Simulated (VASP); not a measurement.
The system is NiO2.

```
Ni O
1.0
     1.40213    0.80952    6.97429
    -1.40213    0.80952    6.97429
     0.00000   -1.61904    6.97429
Ni O
1 2
Direct
  0.00000 0.00000 0.00000
  0.62121 0.62121 0.62121
  0.37879 0.37879 0.37879
```

Base run:

```yaml
Program: VASP 6.6.1
Functional: LDA
Potentials_or_basis: VASP PAW LDA potentials, release 64 (Ni, O)
Cutoff: 600 eV
k_mesh: 9 × 9 × 9
Occupations: fermi-dirac, width 0.1 eV
Spin: collinear spin, ferromagnetic start
Starting_moments: "[1.0, 0.0, 0.0] μB"
Hubbard_terms: Ni d U = 5.0 eV
```

Its results: band gap on the k mesh 1.77 eV (least direct gap 1.78 eV); pressure -12.0 GPa; net moment 0.00 μB per cell; largest force 1.236 eV/Å.

Problem. After a change of settings the same cell gave: band gap on the k mesh 2.03 eV (least direct gap 2.15 eV); pressure -12.1 GPa; net moment 0.00 μB per cell; largest force 1.073 eV/Å. Which change was it?
A. k mesh from 9 × 9 × 9 to 11 × 11 × 11
B. k mesh from 9 × 9 × 9 to 6 × 6 × 6
C. k mesh from 9 × 9 × 9 to 3 × 3 × 3
D. k mesh from 9 × 9 × 9 to 7 × 7 × 7

Solution. C.

Caveats: some runs use coarse meshes; the moments typed at the start vanished in this run; forces of over 1 eV/Å act on the atoms, so gaps and moduli don't describe the material at rest; the stress differs along the axes, from -14 to -8 GPa (at least some runs).
